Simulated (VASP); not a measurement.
Write the native input for VASP 6.6.1 that does the following.

* Task: single point
* Functional: PBE
* Potentials or basis: VASP PAW PBE potentials, release 64 (Li_sv, Ge_d, Br)
* Cutoff: 520 eV
* k mesh: 4 × 4 × 4
* Occupations: gaussian, width 0.1 eV
* Spin: no spin polarisation
* Dipole correction: no
* Further INCAR settings: ALGO = Normal; EDIFF = 1e-06; NBANDS = 27

The structure of LiGeBr3 lies in POSCAR:

```
LiGeBr3
1.0
    5.4945435745      0.0000000000      0.0000000000
    0.0000000000      5.4945435745      0.0000000000
    0.0000000000      0.0000000000      5.4945435745
Li Ge Br
1 1 3
Direct
    0.5000000000      0.5000000000      0.5000000000
    0.0000000000      0.0000000000      0.0000000000
    0.5000000000      0.0000000000      0.0000000000
    0.0000000000      0.5000000000      0.0000000000
    0.0000000000      0.0000000000      0.5000000000
```

One way to write it, as run:

INCAR

```
SYSTEM = LiGeBr3
ALGO     = Normal         ! electronic algorithm
EDIFF    = 1E-6           ! SCF threshold, eV
ENCUT    = 520            ! plane-wave cutoff, eV
GGA      = PE             ! functional
ISIF     = 2              ! what is computed and relaxed
ISMEAR   = 0              ! smearing method
LASPH    = .TRUE.         ! aspherical terms in the spheres
LCHARG   = .TRUE.         ! write CHGCAR
LELF     = .TRUE.         ! ELF
LREAL    = .FALSE.        ! projectors in reciprocal space
LVHAR    = .TRUE.       
LWAVE    = .FALSE.        ! write WAVECAR
NBANDS   = 27             ! bands
NELM     = 100            ! most SCF steps
PREC     = Accurate       ! precision mode
SIGMA    = 0.1            ! smearing width, eV
```

KPOINTS

```
k-points
0
G
  4 4 4
  0 0 0
```

Potentials or basis: VASP PAW PBE potentials, release 64 (Li_sv, Ge_d, Br).

Command:

```sh
$ cat potpaw_PBE.64/Li_sv/POTCAR potpaw_PBE.64/Ge_d/POTCAR potpaw_PBE.64/Br/POTCAR > POTCAR
$ mpirun -np 1 vasp_std > vasp.out
```

Results of the run:

```json
{"Band gap on the k mesh": "0.48 eV, direct"}
```

Wall time 43 s on 1 thread of AMD EPYC 7R43 64-Core Processor (Zen 3), with other jobs on the host, peak memory 0.23 GiB.
